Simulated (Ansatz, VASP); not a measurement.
# BAs: VASP beside Ansatz

```xyz
2
Lattice="0.0000 2.4046 2.4046 2.4046 0.0000 2.4046 2.4046 2.4046 0.0000" Properties=species:S:1:pos:R:3 pbc="T T T"
B     0.0000    0.0000    0.0000
As    1.2023    1.2023    1.2023
```

Change from the starting cell: species swapped into the BeTe type (F-43m, No. 216).

Alike in both runs: functional PBE; k mesh 10 × 10 × 10; occupations gaussian, width 0.02 eV; no spin polarisation.

Ansatz relaxed the structure, and its values are those at the end. VASP's run is a single point on that final structure, the one shown.

|  | VASP | Ansatz |
| --- | --- | --- |
| version | VASP 6.6.1 | Ansatz 0.2.0 |
| potentials or method | VASP PAW PBE potentials, release 64 (B, As), cutoff 500 eV | scalar-relativistic, plane waves, PAW |
| valence electrons in the cell | 8 | 18 |

```tsv
	VASP	Ansatz	Ansatz less VASP
gap on the k mesh at the Fermi level (eV)	1.20	1.20	+0.008
least direct gap on the mesh (eV)	3.25	3.26	+0.005
pressure (GPa)	0.6	0.0	-0.60
```

The functional is the same, so the differences come from potentials, cutoffs and numerics. VASP's potentials hold 8 valence electrons a cell and Ansatz's 18, so a difference there can come from the potentials and not from the codes.
